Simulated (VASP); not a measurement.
AlN:

```
Al N
1.0
     0.00000    1.97800    1.97800
     1.97800    0.00000    1.97800
     1.97800    1.97800    0.00000
Al N
1 1
Direct
  0.00000 0.00000 0.00000
  0.50000 0.50000 0.50000
```

Base run:

* Program: VASP 6.6.1
* Functional: PBE
* Potentials or basis: VASP PAW PBE potentials, release 64 (Al, N)
* Cutoff: 520 eV
* k mesh: 10 × 10 × 10
* Occupations: gaussian, width 0.05 eV
* Spin: no spin polarisation

Its results: band gap on the k mesh 5.19 eV, indirect (least direct gap 6.66 eV); pressure 25.2 GPa.

The run is repeated on the same cell with these changes: functional from PBE to revPBE; further incar settings from ALGO = Normal; EDIFF = 1e-06; NBANDS = 11 to ALGO = Normal; EDIFF = 1e-07; NBANDS = 11. What comes out?

Band gap on the k mesh 5.18 eV, indirect (least direct gap 6.67 eV); pressure 28.8 GPa.

Caveats: the PAW data sets were made with another functional, which shifts forces and pressure a little (some runs).

A k mesh can miss the band edges.
